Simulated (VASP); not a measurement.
A run of VASP 6.6.1 is set up as follows.

The input INCAR:

```
SYSTEM = Pb
ALGO     = Fast           ! electronic algorithm
EDIFF    = 1E-6           ! SCF threshold, eV
ENCUT    = 520            ! plane-wave cutoff, eV
GGA      = CA             ! functional
ISIF     = 2              ! what is computed and relaxed
ISMEAR   = 0              ! smearing method
LASPH    = .TRUE.         ! aspherical terms in the spheres
LCHARG   = .FALSE.        ! write CHGCAR
LREAL    = .FALSE.        ! projectors in reciprocal space
LWAVE    = .FALSE.        ! write WAVECAR
NBANDS   = 13             ! bands
NELM     = 60             ! most SCF steps
PREC     = Accurate       ! precision mode
SIGMA    = 0.15           ! smearing width, eV
```

Contents of KPOINTS:

```
k-points
0
G
  16 16 16
  0 0 0
```

Contents of POSCAR:

```
Pb
1.0
    0.0000000000      2.4698000000      2.4698000000
    2.3957060000      0.0000000000      2.4698000000
    2.3957060000      2.4698000000      0.0000000000
Pb
1
Direct
    0.0000000000      0.0000000000      0.0000000000
```

Potentials or basis: VASP PAW LDA potentials, release 64 (Pb_d).

The run is started by

```bash
$ cat potpaw_LDA.64/Pb_d/POTCAR > POTCAR
$ mpirun -np 1 vasp_std > vasp.out
```

(1) What does it give for the band gap on the k mesh?

(2) Predict the pressure.

Results:

(1) zero (band 7 reaches 15.03 eV, above the bottom of band 8 at 5.61 eV).

(2) -0.2 GPa.

Caveat: the cell differs from its parent crystal (strain -0.0300 x Voigt [1, 0, 0, 0, 0, 0]); spin-orbit coupling is left out, which moves the levels of the heavy elements.
